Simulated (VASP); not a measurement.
Y4I:

```
Y I
1.0
     5.31824    0.00000    0.00000
     0.00000    5.31824    0.00000
     0.00000    0.00000    5.31824
Y I
4 1
Direct
  0.00000 0.50000 0.50000
  0.50000 0.00000 0.50000
  0.50000 0.50000 0.00000
  0.00000 0.00000 0.00000
  0.50000 0.50000 0.50000
```

The cell was generated, and may not be a known phase.

| Item | Value |
| --- | --- |
| Program | VASP 6.6.1 |
| Task | relaxation of cell and atoms |
| Functional | PBE |
| Potentials or basis | VASP PAW PBE potentials, release 64 (Y_sv, I) |
| Cutoff | 600 eV |
| k mesh | 4 × 4 × 4 |
| Occupations | gaussian, width 0.1 eV |
| Spin | no spin polarisation |

At the start: pressure 12.9 GPa; volume 30.08 Å³/atom.

Problem. How do energy, volume and symmetry change on relaxing?

Solution. Over 3 steps the energy falls by 209.4 meV/atom and the volume is 36.29 Å³/atom (+20.6 %); space group Pm-3m (No. 221, to 0.1 Å) before and after.

Step by step:
| step | energy change (eV) | largest force (eV/Å) | pressure (GPa) | volume (Å³) |
| --- | --- | --- | --- | --- |
| 1 | 0.0000 | 0.0000 | 12.87 | 150.42 |
| 2 | -0.5561 | 0.0000 | -4.88 | 209.42 |
| 3 | -1.0471 | 0.0000 | -0.08 | 181.44 |

Final structure:
```
CELL_PARAMETERS angstrom
5.66126 0.00000 0.00000
0.00000 5.66126 0.00000
0.00000 0.00000 5.66126
ATOMIC_POSITIONS crystal
Y 0.00000 0.50000 0.50000
Y 0.50000 0.00000 0.50000
Y 0.50000 0.50000 0.00000
Y 0.00000 0.00000 0.00000
I 0.50000 0.50000 0.50000
```

Caveat: the volume moved by over 15 % at a fixed basis, so the end points are rough.
